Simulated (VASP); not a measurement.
A run of VASP 6.6.1 is set up as follows.

File INCAR:

```
PREC = Accurate
ENCUT = 520
EDIFF = 1E-7
ISMEAR = -1
SIGMA = 0.05
LREAL = False
LASPH = True
NELM = 80
ALGO = Normal
ISIF = 2
LWAVE = False
LCHARG = False
GGA = PE
NBANDS = 38
```

File KPOINTS:

```
regular mesh
0
Gamma
  11 11 3
```

The input POSCAR:

```
Rh
1.0
    2.6736786789      0.0000000000      0.0000000000
   -1.3368393395      2.3154736575      0.0000000000
    0.0000000000      0.0000000000      8.7390209003
Rh
4
Direct
    0.6666666667      0.3333333333      0.7500000000
    0.0000000000      0.0000000000      0.5000000000
    0.3333333333      0.6666666667      0.2500000000
    0.0000000000      0.0000000000      0.0000000000
```

Potentials or basis: VASP PAW PBE potentials, release 64 (Rh_pv).

Launch:

```console
$ cat potpaw_PBE.64/Rh_pv/POTCAR > POTCAR
$ mpirun -np 1 vasp_std > vasp.out
```

Task: What does it give for the pressure?

Result: 11.3 GPa.

Task: What does it give for the band gap on the k mesh?

Result: Zero (bands 30 and 31 overlap by 1.68 eV).

Stress tensor (GPa, compression positive):
```
11.86  0.00  0.00
 0.00 11.86  0.00
 0.00  0.00 10.20
```

Caveat: the cell stands under pressure.
